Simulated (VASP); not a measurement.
Crystal: NaH.

```
CELL_PARAMETERS angstrom
0.00000 2.41545 2.41545
2.41545 0.00000 2.41545
2.41545 2.41545 0.00000
ATOMIC_POSITIONS crystal
Na 0.00000 0.00000 0.00000
H 0.50000 0.50000 0.50000
```

```yaml
Program: VASP 6.6.1
Task: relaxation of cell and atoms
Functional: LDA
Potentials_or_basis: VASP PAW LDA potentials, release 64 (Na_pv, H)
Cutoff: 600 eV
k_mesh: 8 × 8 × 8
Occupations: fermi-dirac, width 0.02 eV
Spin: no spin polarisation
```

At the start: pressure -2.1 GPa; volume 14.09 Å³/atom.

Where does the relaxation end?

Over 4 steps the energy falls by 8.3 meV/atom and the volume is 12.88 Å³/atom (-8.6 %); space group Fm-3m (No. 225, to 0.05 Å).

The path:
```tsv
step	energy change (eV)	largest force (eV/Å)	pressure (GPa)	volume (Å³)
1	0.0000	0.0000	-2.07	28.19
2	-0.0083	0.0000	-1.53	27.45
3	-0.0163	0.0000	-0.34	26.11
4	-0.0166	0.0000	0.03	25.76
```

Final structure:
```cif
data_structure
_symmetry_space_group_name_H-M 'P 1'
_symmetry_Int_Tables_number 1
_cell_length_a 3.3149
_cell_length_b 3.3149
_cell_length_c 3.3149
_cell_angle_alpha 60.000
_cell_angle_beta 60.000
_cell_angle_gamma 60.000
_cell_volume 25.76
loop_
_atom_site_label
_atom_site_type_symbol
_atom_site_fract_x
_atom_site_fract_y
_atom_site_fract_z
_atom_site_occupancy
Na1 Na 0.00000 0.00000 0.00000 1
H1 H 0.50000 0.50000 0.50000 1
```
